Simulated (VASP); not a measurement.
Here is a VASP 6.6.1 calculation.

INCAR

```
SYSTEM = CdS
ALGO = Normal
EDIFF = 1E-6
ENCUT = 520
GGA = PE
ISIF = 2
ISMEAR = 0
ISPIN = 2
LASPH = .TRUE.
LCHARG = .TRUE.
LELF = .TRUE.
LORBIT = 11
LREAL = .FALSE.
LVHAR = .TRUE.
LWAVE = .FALSE.
MAGMOM = 0.5 0.5
NBANDS = 20
NELM = 150
PREC = Accurate
SIGMA = 0.05
```

File KPOINTS:

```
k-points
0
G
  1 1 16
  0 0 0
```

POSCAR

```
CdS
1.0
   10.0000000000      0.0000000000      0.0000000000
    0.0000000000      9.3000000000      0.0000000000
    0.0000000000      0.0000000000      4.3674413529
Cd S
1 1
Direct
    0.4583107566      0.5000000000      0.0000000000
    0.5416892434      0.5000000000      0.5000000000
```

Potentials or basis: VASP PAW PBE potentials, release 64 (Cd, S).

Launch:

```console
$ cat potpaw_PBE.64/Cd/POTCAR potpaw_PBE.64/S/POTCAR > POTCAR
$ mpirun -np 1 vasp_std > vasp.out
```

(1) What does it give for the largest force?

(2) Estimate the band gap on the k mesh.

Results:

(1) 0.059 eV/Å.

(2) 2.00 eV (least direct gap 2.68 eV).
